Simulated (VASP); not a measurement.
# ZrSnTe4 (P4/mmm) in VASP: relaxation of cell and atoms with PBE

Aim: the relaxation of cell and atoms of ZrSnTe4 with PBE.

All numbers are computed with VASP 6.6.1; they aren't measurements. Logs are shortened: lines on timing, memory, paths and dates and some standing lists are left out, and cuts for length are marked.

### Step 1. The cell of the first run

Symmetry: P4/mmm, No. 123, tetragonal system. Conventional cell: a = 5.881 Å, b = 5.881 Å, c = 6.167 Å, α = 90.00°, β = 90.00°, γ = 90.00°. Zr (site symmetry 4/mmm) has 4 Te at 2.94 Å and 2 Sn at 3.08 Å within 3.9 Å. Sn (site symmetry 4/mmm) has 4 Te at 2.94 Å and 2 Zr at 3.08 Å within 3.9 Å. Te (site symmetry mmm) has 2 Sn at 2.94 Å and 2 Te at 3.08 Å within 3.9 Å. Within 3.9 Å of Te (site symmetry mmm) lie 2 Zr at 2.94 Å and 2 Te at 3.08 Å.

The cell was generated, and may not be a known phase.

### Step 2. Relaxation of cell and atoms, PBE

INCAR reads:

```
SYSTEM = ZrSnTe4
ALGO = Normal
EDIFF = 1E-7
EDIFFG = -0.01
ENCUT = 600
GGA = PE
IBRION = 2
ISIF = 3
ISMEAR = 0
LASPH = .True.
LCHARG = .False.
LREAL = .False.
LWAVE = .False.
NELM = 100
NSW = 100
PREC = Accurate
SIGMA = 0.1
```

KPOINTS reads:

```
k-points
0
Gamma
  6 6 6
  0 0 0
```

POSCAR reads:

```
ZrSnTe4
1.0
    5.8808519055      0.0000000000      0.0000000000
    0.0000000000      5.8808519055      0.0000000000
    0.0000000000      0.0000000000      6.1673267919
Zr Sn Te
1 1 4
Direct
    0.0000000000      0.0000000000      0.5000000000
    0.0000000000      0.0000000000      0.0000000000
    0.0000000000      0.5000000000      0.0000000000
    0.5000000000      0.0000000000      0.0000000000
    0.0000000000      0.5000000000      0.5000000000
    0.5000000000      0.0000000000      0.5000000000
```

Potentials or basis: VASP PAW PBE potentials, release 64 (Zr_sv, Sn_d, Te).

Command:

```console
$ cat potpaw_PBE.64/Zr_sv/POTCAR potpaw_PBE.64/Sn_d/POTCAR potpaw_PBE.64/Te/POTCAR > POTCAR
$ mpirun -np 1 vasp_std > vasp.out
```

OUTCAR:

```text
SYSTEM = ZrSnTe4
   EDIFF = 1E-7
   EDIFFG = -0.01
   ENCUT = 600
   GGA = PE
   IBRION = 2
   ISIF = 3
   ISMEAR = 0
   LASPH = .True.
   LREAL = .False.
   NELM = 100
   NSW = 100
   PREC = Accurate

 ion  position               nearest neighbor table
   1  0.000  0.000  0.500-   5 2.94   6 2.94   5 2.94   6 2.94   2 3.08   2 3.08
   2  0.000  0.000  0.000-   3 2.94   4 2.94   3 2.94   4 2.94   1 3.08   1 3.08
   3  0.000  0.500  0.000-   2 2.94   2 2.94   5 3.08   5 3.08
   4  0.500  0.000  0.000-   2 2.94   2 2.94   6 3.08   6 3.08
   5  0.000  0.500  0.500-   1 2.94   1 2.94   3 3.08   3 3.08
   6  0.500  0.000  0.500-   1 2.94   1 2.94   4 3.08   4 3.08

  LATTYP: Found a simple tetragonal cell.
 ALAT       =     5.8808519055
 C/A-ratio  =     1.0487131611

  Lattice vectors:

 A1 = (   5.8808519055,   0.0000000000,   0.0000000000)
 A2 = (   0.0000000000,   5.8808519055,   0.0000000000)
 A3 = (   0.0000000000,   0.0000000000,   6.1673267919)

Analysis of symmetry for initial positions (statically):
=====================================================================
 Subroutine PRICEL returns:
 Original cell was already a primitive cell.

 Routine SETGRP: Setting up the symmetry group for a
 simple tetragonal supercell.

 Subroutine GETGRP returns: Found 16 space group operations
 (whereof 16 operations were pure point group operations)
 out of a pool of 16 trial point group operations.

The static configuration has the point symmetry D_4h.

Analysis of symmetry for dynamics (positions and initial velocities):
=====================================================================
 Subroutine PRICEL returns:
 Original cell was already a primitive cell.

 Routine SETGRP: Setting up the symmetry group for a
 simple tetragonal supercell.

 Subroutine GETGRP returns: Found 16 space group operations
 (whereof 16 operations were pure point group operations)
 out of a pool of 16 trial point group operations.

The dynamic configuration has the point symmetry D_4h.

 Subroutine INISYM returns: Found 16 space group operations
 (whereof 16 operations are pure point group operations),
 and found     1 'primitive' translations

----------------------------------------------------------------------------------------

                                     Primitive cell

  volume of cell :     213.2934

  direct lattice vectors                    reciprocal lattice vectors
     5.880851906  0.000000000  0.000000000     0.170043391  0.000000000  0.000000000
     0.000000000  5.880851906  0.000000000     0.000000000  0.170043391  0.000000000
     0.000000000  0.000000000  6.167326792     0.000000000  0.000000000  0.162144805

  length of vectors
     5.880851906  5.880851906  6.167326792     0.170043391  0.170043391  0.162144805

  position of ions in fractional coordinates (direct lattice)
     0.000000000  0.000000000  0.500000000
     0.000000000  0.000000000  0.000000000
     0.000000000  0.500000000  0.000000000
     0.500000000  0.000000000  0.000000000
     0.000000000  0.500000000  0.500000000
     0.500000000  0.000000000  0.500000000

  ion indices of the primitive-cell ions
   primitive index   ion index
                 1           1
                 2           2
                 3           3
                 4           4
                 5           5
                 6           6

----------------------------------------------------------------------------------------

 KPOINTS: k-points

Automatic generation of k-mesh.
 Grid dimensions read from file:
 generate k-points for:    6    6    6

 Generating k-lattice:

  Cartesian coordinates                     Fractional coordinates (reciprocal lattice)
     0.028340565  0.000000000  0.000000000     0.166666667  0.000000000  0.000000000
     0.000000000  0.028340565  0.000000000     0.000000000  0.166666667  0.000000000
     0.000000000  0.000000000  0.027024134     0.000000000  0.000000000  0.166666667

  Length of vectors
     0.028340565  0.028340565  0.027024134

  Shift w.r.t. Gamma in fractional coordinates (k-lattice)
     0.000000000  0.000000000  0.000000000

 Subroutine IBZKPT returns following result:
 ===========================================

 Found     40 irreducible k-points:

 Following reciprocal coordinates:
            Coordinates               Weight
  0.000000  0.000000  0.000000      1.000000
  0.166667  0.000000  0.000000      4.000000
  0.333333  0.000000  0.000000      4.000000
  0.500000  0.000000  0.000000      2.000000
  0.166667  0.166667  0.000000      4.000000
  0.333333  0.166667  0.000000      8.000000
[... 16 lines left out ...]
  0.333333  0.000000  0.333333      8.000000
  0.500000  0.000000  0.333333      4.000000
 [... further k-points ...]
   k-points           NKPTS =     40   k-points in BZ     NKDIM =     40   number of bands    NBANDS=     30
   number of dos      NEDOS =    301   number of ions     NIONS =      6
   total plane-waves  NPLWV = 115200
   dimension x,y,z NGX =    48 NGY =   48 NGZ =   50
   dimension x,y,z NGXF=    96 NGYF=   96 NGZF=  100
   ions per type =               1   1   4
   NGX,Y,Z   is equivalent  to a cutoff of  13.57, 13.57, 13.48 a.u.
   NGXF,Y,Z  is equivalent  to a cutoff of  27.14, 27.14, 26.96 a.u.
 SYSTEM =  ZrSnTe4
   PREC   = accura    normal or accurate (medium, high low for compatibility)
   ISTART =      0    job   : 0-new  1-cont  2-samecut
   ICHARG =      2    charge: 1-file 2-atom 10-const
   ISPIN  =      1    spin polarized calculation?
   LNONCOLLINEAR =      F non collinear calculations
   LSORBIT =      F    spin-orbit coupling
   LASPH  =      T    aspherical Exc in radial PAW
   ENCUT  =  600.0 eV  44.10 Ry    6.64 a.u.  11.75 11.75 12.32*2*pi/ulx,y,z
   NELM   =    100;   NELMIN=  2; NELMDL= -5     # of ELM steps
   EDIFF  = 0.1E-06   stopping-criterion for ELM
   LREAL  =      F    real-space projection
   EDIFFG = -.1E-01   stopping-criterion for IOM
   NSW    =    100    number of steps for IOM
   IBRION =      2    ionic relax: 0-MD 1-quasi-New 2-CG
   NFREE  =      1    steps in history (QN), initial steepest desc. (CG)
   ISIF   =      3    stress and relaxation
   ISYM   =      2    0-nonsym 1-usesym 2-fastsym
   POTIM  = 0.5000    time-step for ionic-motion
   TEBEG  =    0.0;   TEEND  =   0.0 temperature during run
   PSTRESS=    0.0 pullay stress
   NELECT =      50.0000    total number of electrons
   NUPDOWN=      -1.0000    fix difference up-down
   EMIN   =  10.00;   EMAX   =-10.00  energy-range for DOS
   EFERMI =   0.00;   METHOD = LEGACY
   ISMEAR =     0;   SIGMA  =   0.10  broadening in eV -4-tet -1-fermi 0-gaus
   EFERMI_NEDOS =   21; number of points for ismear=-14 and -15
   IALGO  =     38    algorithm
   IMIX   =      4    mixing-type and parameters
     AMIX     =   0.40;   BMIX     =  1.00
     AMIX_MAG =   1.60;   BMIX_MAG =  1.00
  volume/ion in A,a.u.               =      35.55       239.90
  Fermi-wavevector in a.u.,A,eV,Ry     =   1.009421  1.907529 13.863395  1.018931
  Thomas-Fermi vector in A             =   2.142348
   LORBIT       =      0    0 simple, 1 ext, 2 COOP (PROOUT), +10 PAW based schemes
   GGA     = PE    functional components
   LHFCALC =     F    Hartree Fock is set to
   AEXX    =    0.0000 exact exchange contribution
   IVDW    =     0    specifies the selected vdW correction
   LEPSILON=     F    determine dielectric tensor
   LRPA    =     F    only Hartree local field effects (RPA)
 conjugate gradient relaxation of ions
 non-spin polarized calculation
 Gauss-broadening in eV      SIGMA  =   0.10
  energy-cutoff  :      600.00
  volume of cell :      213.29
 maximum number of plane-waves:      7176
 NGX is ok and might be reduce to    48
   NGX = 23   NGY = 23   NGZ = 25

--------------------------------------- Ionic step        1  -------------------------------------------

 number of electron      49.9999989 magnetization

 Free energy of the ion-electron system (eV)
  ---------------------------------------------------
  ext. energy  EPLUGINS =         0.00000000
  ---------------------------------------------------
  free energy    TOTEN  =       -25.17170999 eV

  energy without entropy =      -25.14399843  energy(sigma->0) =      -25.15785421

------------------------ aborting loop because EDIFF is reached ----------------------------------------

  FORCE on cell =-STRESS in cart. coord.  units (eV):
  Direction    XX          YY          ZZ          XY          YZ          ZX
  --------------------------------------------------------------------------------------
  -------------------------------------------------------------------------------------
  Total        0.9844479      0.9844479     -1.1007925      0.0000000      0.0000000      0.0000000
  in kB        7.3947908      7.3947908     -8.2687257      0.0000000      0.0000000      0.0000000
  external PRESSURE =       2.1736186 kB  Pullay stress =       0.0000000 kB
[... 105 lines left out ...]
  energy  without entropy=      -25.1573754974  energy(sigma->0) =      -25.17205117

--------------------------------------- Ionic step        4  -------------------------------------------

 number of electron      49.9999989 magnetization

 Free energy of the ion-electron system (eV)
  ---------------------------------------------------
  ext. energy  EPLUGINS =         0.00000000
  ---------------------------------------------------
  free energy    TOTEN  =       -25.18672316 eV

  energy without entropy =      -25.15736435  energy(sigma->0) =      -25.17204375

 E-fermi :   4.9625     XC(G=0):  -8.6512

 val. band max:        4.9494275386   @ k =   0.1667   0.1667   0.1667
 cond. band min:       4.9673351098   @ k =   0.5000   0.3333   0.5000
 fundamental gap:      0.0179075712
 Fermi energy:         4.9624896602

 k-point     1 :       0.0000    0.0000    0.0000
  band No.  band energies     occupation
      1     -45.2442      2.00000
      2     -23.2632      2.00000
      3     -23.2632      2.00000
      4     -23.1770      2.00000
      5     -16.3211      2.00000
      6     -16.2679      2.00000
[... 781 lines left out ...]
     29       5.9116      0.00000
     30       6.3130      0.00000

 [... further k-points ...]

------------------------ aborting loop because EDIFF is reached ----------------------------------------

  FORCE on cell =-STRESS in cart. coord.  units (eV):
  Direction    XX          YY          ZZ          XY          YZ          ZX
  --------------------------------------------------------------------------------------
  -------------------------------------------------------------------------------------
  Total        0.0471066      0.0471066      0.0354962      0.0000000     -0.0000000      0.0000000
  in kB        0.3510597      0.3510597      0.2645340      0.0000000     -0.0000000      0.0000000
  external PRESSURE =       0.3222178 kB  Pullay stress =       0.0000000 kB
[... 21 lines left out ...]
  FREE ENERGIE OF THE ION-ELECTRON SYSTEM (eV)
  ---------------------------------------------------
  free  energy   TOTEN  =       -25.1867231587 eV

  energy  without entropy=      -25.1573643454  energy(sigma->0) =      -25.17204375

 reached required accuracy - stopping structural energy minimisation
```

It took 23 min on 1 thread of Intel Xeon 8259CL, shared host; peak memory 0.58 GiB.

What came out:

```yaml
Free_energy: -25.1867 eV
Relaxed_volume: 35.83 Å³/atom
Relaxed_cell: a = 5.934 Å, b = 5.934 Å, c = 6.104 Å, α = 90.00°, β = 90.00°, γ = 90.00°
Space_group_after_relaxing_to_0.1_Å: P4/mmm (No. 123)
Energy_gained_by_relaxing: 2.5 meV/atom
Ionic_steps: 4
Pressure_after_relaxing: 0.0 GPa
Band_gap_on_the_k_mesh: zero (bands 25 and 26 overlap by 1.69 eV)
```

The path:
| step | energy change (eV) | largest force (eV/Å) | pressure (GPa) | volume (Å³) |
| --- | --- | --- | --- | --- |
| 1 | 0.0000 | 0.0000 | 0.22 | 213.29 |
| 2 | -0.0147 | 0.0000 | 0.05 | 214.77 |
| 3 | -0.0150 | 0.0000 | 0.03 | 215.02 |
| 4 | -0.0150 | 0.0000 | 0.03 | 214.99 |

Final structure:
```
Zr Sn Te
1.0
     5.93448    0.00000    0.00000
     0.00000    5.93448    0.00000
     0.00000    0.00000    6.10444
Zr Sn Te
1 1 4
Direct
  0.00000 0.00000 0.50000
  0.00000 0.00000 0.00000
  0.00000 0.50000 0.00000
  0.50000 0.00000 0.00000
  0.00000 0.50000 0.50000
  0.50000 0.00000 0.50000
```

Levels at points of the mesh, in eV from the Fermi level:
```
           k point  band 23  band 24  band 25  band 26  band 27  band 28
(0.00, 0.00, 0.00)    -0.20    -0.20    -0.12     0.15     0.15     0.37
(0.50, 0.00, 0.00)    -0.49    -0.33    -0.31    -0.16     0.69     1.18
(0.50, 0.50, 0.00)    -0.92     0.11     0.71     0.71     0.88     1.02
(0.00, 0.00, 0.50)    -1.01    -1.00    -0.95    -0.95    -0.58    -0.09
(0.50, 0.00, 0.50)    -1.51    -1.36    -1.24    -0.76    -0.02     0.51
(0.50, 0.50, 0.50)    -1.23    -1.23    -0.31    -0.11     0.14     0.14
```

Caveat: spin-orbit coupling is left out, which moves the levels of the heavy elements.
